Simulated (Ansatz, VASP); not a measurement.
**One calculation of Be, two programs**

```xyz
8
Lattice="-3.4444 -0.0012 0.9346 0.9067 0.0079 -3.4518 -0.0001 -6.1735 -0.0162" Properties=species:S:1:pos:R:3 pbc="T T T"
Be    1.1107   -6.1678   -2.4049
Be   -1.4730   -3.0812   -2.3297
Be   -0.2861   -6.1721   -0.9967
Be   -0.9828   -3.0849   -0.2862
Be    0.5056   -4.0690   -1.7892
Be   -1.7749   -0.9874    0.5178
Be   -0.8678   -5.1800   -2.9454
Be   -2.9384   -2.0972   -0.8499
```

Change from the starting cell: graphite type (P6_3/mmc, No. 194); cell x2, atoms moved at random (sigma 0.05 Å) and cell strained at random (1.5 %), then relaxed without symmetry.

Alike in both runs: functional PBEsol; k mesh 6 × 6 × 4; occupations gaussian, width 0.1 eV; no spin polarisation.

Ansatz relaxed the structure, and its values are those at the end. VASP's run is a single point on that final structure, the one shown.

|  | VASP | Ansatz |
| --- | --- | --- |
| version | VASP 6.6.1 | Ansatz 0.2.0 |
| potentials or method | VASP PAW PBE potentials, release 64 (Be), cutoff 520 eV | scalar-relativistic, plane waves, PAW |
| valence electrons in the cell | 16 | 16 |

```tsv
	VASP	Ansatz	Ansatz less VASP
gap on the k mesh at the Fermi level (eV)	none	none	-
pressure (GPa)	0.4	0.0	-0.33
rms of the force components (eV/Å)	0.009	0.003	-0.0063
```

VASP's potentials were made for PBE, not for PBEsol. A gap of «none» marks a metal or a gap that the smearing closes. The functional is the same, so the differences come from potentials, cutoffs and numerics.
